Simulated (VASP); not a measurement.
Crystal: Li2O.

```
Li O
1.0
     0.00000    2.32685    2.32685
     2.32685    0.00000    2.32685
     2.32685    2.32685    0.00000
Li O
2 1
Direct
  0.75000 0.75000 0.75000
  0.25000 0.25000 0.25000
  0.00000 0.00000 0.00000
```

Base run:

| Property | Result |
| --- | --- |
| Program | VASP 6.6.1 |
| Functional | PBE |
| Potentials or basis | VASP PAW PBE potentials, release 64 (Li_sv, O) |
| Cutoff | 750 eV |
| k mesh | 6 × 6 × 6 |
| Occupations | gaussian, width 0.1 eV |
| Spin | no spin polarisation |
| Hubbard terms | O p U = 6.0 eV |

Its results: band gap on the k mesh 5.12 eV (least direct gap 5.33 eV); pressure -3.3 GPa.

The run is repeated on the same cell with these changes: hubbard terms from O p U = 6.0 eV to O p U = 2.3 eV. What comes out?

Band gap on the k mesh 5.00 eV (least direct gap 5.19 eV); pressure -2.3 GPa.

Caveats: the cell stands under tension (at least some runs).

A k mesh can miss the band edges.
